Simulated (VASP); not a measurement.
Input of a VASP 6.6.1 run:

Contents of INCAR:

```
  PREC = Accurate
  ENCUT = 520
  EDIFF = 1E-6
  ISMEAR = -1
  SIGMA = 0.1
  LREAL = F
  LASPH = T
  NELM = 80
  ALGO = Normal
  ISIF = 2
  LWAVE = F
  LCHARG = F
  GGA = PE
  NBANDS = 12
```

File KPOINTS:

```
regular mesh
0
Gamma
  14 14 14
```

File POSCAR:

```
As
1.0
    1.8852120817     -1.0884277028      3.3281428432
    0.0000000000      2.1768554057      3.3281428431
   -1.8852120817     -1.0884277028      3.3281428432
As
2
Direct
    0.2312937003      0.2312937003      0.2312937003
   -0.2312937003     -0.2312937003     -0.2312937003
```

Potentials or basis: VASP PAW PBE potentials, release 64 (As).

The run is started by

```bash
$ cat potpaw_PBE.64/As/POTCAR > POTCAR
$ mpirun -np 1 vasp_std > vasp.out
```

(1) Estimate the pressure.

(2) What does it give for the band gap on the k mesh?

Answers

(1) 4.8 GPa.

(2) zero (band 5 reaches 6.15 eV, above the bottom of band 6 at 5.68 eV).
